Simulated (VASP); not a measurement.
# SiC3 (P4/mmm) in VASP: a series of runs, part 2 of 2

VASP 6.6.1. Earlier steps stand in the parts before.

## (3) Single point, PBE, collinear spin

This run uses another cell than the first one, of 10.88 Å³/atom.

Contents of INCAR:

```
SYSTEM = SiC3
PREC = Accurate ; ENCUT = 520
EDIFF = 1E-6 ; ISMEAR = 0
SIGMA = 0.1 ; LREAL = .FALSE.
LASPH = .TRUE. ; NELM = 150
ALGO = Normal ; ISIF = 2
LWAVE = .FALSE. ; LCHARG = .FALSE.
ISPIN = 2 ; MAGMOM = 0 1 1 1
LORBIT = 11 ; GGA = PE
NBANDS = 20
```

Contents of KPOINTS:

```
regular mesh
0
G
  6 6 6
  0 0 0
```

Contents of POSCAR:

```
SiC3
1.0
    3.5756617821      0.0000000000      0.0000000000
    0.0000000000      3.5756617821      0.0000000000
    0.0000000000      0.0000000000      3.4043554892
Si C
1 3
Direct
    0.0000000000      0.0000000000      0.0000000000
    0.5000000000      0.5000000000      0.1987646050
    0.0000000000      0.0000000000      0.5000000000
    0.5000000000      0.5000000000      0.8012353950
```

Potentials or basis: VASP PAW PBE potentials, release 64 (Si, C).

Started as:

```sh
$ cat potpaw_PBE.64/Si/POTCAR potpaw_PBE.64/C/POTCAR > POTCAR
$ mpirun -np 1 vasp_std > vasp.out
```

OUTCAR:

```text
SYSTEM = SiC3
   PREC = Accurate
   ENCUT = 520
   EDIFF = 1E-6
   ISMEAR = 0
   LREAL = .FALSE.
   LASPH = .TRUE.
   NELM = 150
   ISIF = 2
   ISPIN = 2
   LORBIT = 11
   GGA = PE

 ion  position               nearest neighbor table
   1  0.000  0.000  0.000-   3 1.70   3 1.70
   2  0.500  0.500  0.199-   4 1.35   4 2.05
   3  0.000  0.000  0.500-   1 1.70   1 1.70
   4  0.500  0.500  0.801-   2 1.35   2 2.05

  LATTYP: Found a simple tetragonal cell.
 ALAT       =     3.5756617821
 C/A-ratio  =     0.9520910244

  Lattice vectors:

 A1 = (   3.5756617821,   0.0000000000,   0.0000000000)
 A2 = (   0.0000000000,   3.5756617821,   0.0000000000)
 A3 = (   0.0000000000,   0.0000000000,   3.4043554892)

Analysis of symmetry for initial positions (statically):
=====================================================================
 Subroutine PRICEL returns:
 Original cell was already a primitive cell.

 Routine SETGRP: Setting up the symmetry group for a
 simple tetragonal supercell.

 Subroutine GETGRP returns: Found 16 space group operations
[... 1302 lines left out ...]

 [... further k-points ...]
[... 5 lines left out ...]
  --------------------------------------------------------------------------------------
  -------------------------------------------------------------------------------------
  Total        0.0324903      0.0324903      0.0845175      0.0000000      0.0000000      0.0000000
  in kB        1.1959593      1.1959593      3.1110685      0.0000000      0.0000000      0.0000000
  external PRESSURE =       1.8343291 kB  Pullay stress =       0.0000000 kB

 VOLUME and BASIS-vectors are now :
 -----------------------------------------------------------------------------
  energy-cutoff  :      520.00
  volume of cell :       43.53
      direct lattice vectors                 reciprocal lattice vectors
     3.575661782  0.000000000  0.000000000     0.279668509  0.000000000  0.000000000
     0.000000000  3.575661782  0.000000000     0.000000000  0.279668509  0.000000000
     0.000000000  0.000000000  3.404355489     0.000000000  0.000000000  0.293741357

 POSITION                                       TOTAL-FORCE (eV/Angst)
 -----------------------------------------------------------------------------------
      0.00000      0.00000      0.00000         0.000000      0.000000     -0.000000
      1.78783      1.78783      0.67667         0.000000     -0.000000      0.085537
      0.00000      0.00000      1.70218         0.000000      0.000000     -0.000000
      1.78783      1.78783      2.72769         0.000000      0.000000     -0.085537
 -----------------------------------------------------------------------------------
    total drift:                                0.000000      0.000000     -0.000000

  FREE ENERGIE OF THE ION-ELECTRON SYSTEM (eV)
  ---------------------------------------------------
  free  energy   TOTEN  =       -23.2195299728 eV

  energy  without entropy=      -23.2114592781  energy(sigma->0) =      -23.21549463

 total charge

# of ion       s       p       d       tot
------------------------------------------
    1        0.714   0.887   0.000   1.601
    2        0.991   1.317   0.000   2.307
    3        0.898   1.546   0.000   2.445
    4        0.991   1.317   0.000   2.307
--------------------------------------------------
tot          3.593   5.067   0.000   8.661

 magnetization (x)

# of ion       s       p       d       tot
------------------------------------------
    1       -0.000  -0.000   0.000  -0.000
    2        0.000   0.000   0.000   0.000
    3        0.000   0.000   0.000   0.000
    4        0.000   0.000   0.000   0.000
--------------------------------------------------
tot          0.000   0.000   0.000   0.000
```

OSZICAR:

```text
N       E                     dE             d eps       ncg     rms          rms(c)
DAV:   1     0.285049881590E+02    0.28505E+02   -0.69070E+03  3208   0.669E+02
DAV:   2    -0.229341798071E+02   -0.51439E+02   -0.46837E+02  4196   0.143E+02
DAV:   3    -0.251893527356E+02   -0.22552E+01   -0.21973E+01  3960   0.246E+01
DAV:   4    -0.252054013780E+02   -0.16049E-01   -0.16041E-01  4140   0.249E+00
DAV:   5    -0.252055267045E+02   -0.12533E-03   -0.12532E-03  3956   0.214E-01    0.111E+01
DAV:   6    -0.236149647980E+02    0.15906E+01   -0.51727E+00  3576   0.120E+01    0.527E+00
DAV:   7    -0.232639570019E+02    0.35101E+00   -0.81028E-01  3832   0.599E+00    0.286E+00
DAV:   8    -0.232270468011E+02    0.36910E-01   -0.20334E-01  3876   0.246E+00    0.115E+00
DAV:   9    -0.232198122849E+02    0.72345E-02   -0.19141E-02  3748   0.927E-01    0.357E-01
DAV:  10    -0.232193759246E+02    0.43636E-03   -0.44519E-03  3764   0.397E-01    0.181E-01
DAV:  11    -0.232194964849E+02   -0.12056E-03   -0.49559E-04  4012   0.132E-01    0.984E-02
DAV:  12    -0.232195170647E+02   -0.20580E-04   -0.78174E-05  3820   0.493E-02    0.350E-02
DAV:  13    -0.232195286852E+02   -0.11621E-04   -0.21679E-05  3776   0.265E-02    0.125E-02
DAV:  14    -0.232195298213E+02   -0.11361E-05   -0.19220E-06  3732   0.907E-03    0.549E-03
DAV:  15    -0.232195299728E+02   -0.15144E-06   -0.50703E-07  1984   0.425E-03
   1 F= -.23219530E+02 E0= -.23215495E+02  d E =-.807069E-02  mag=    -0.0000
```

It took 2 min on 1 thread of Intel Xeon 8259CL, shared host; peak memory 0.19 GiB.

Results:

```
Free energy                                           : -23.2195 eV
Pressure                                              : 0.2 GPa
Largest force                                         : 0.086 eV/Å
Band gap on the k mesh                                : zero (filled and empty bands overlap)
Net moment                                            : 0.00 μB per cell
Valence electrons inside the program's atomic spheres : Si 1.60; C 2.31, 2.44 (each value once)
```

Forces in eV/Å, atoms in the order of the input:
```
Si   0.000  0.000  0.000
C    0.000  0.000  0.086
C    0.000  0.000  0.000
C    0.000  0.000 -0.086
```
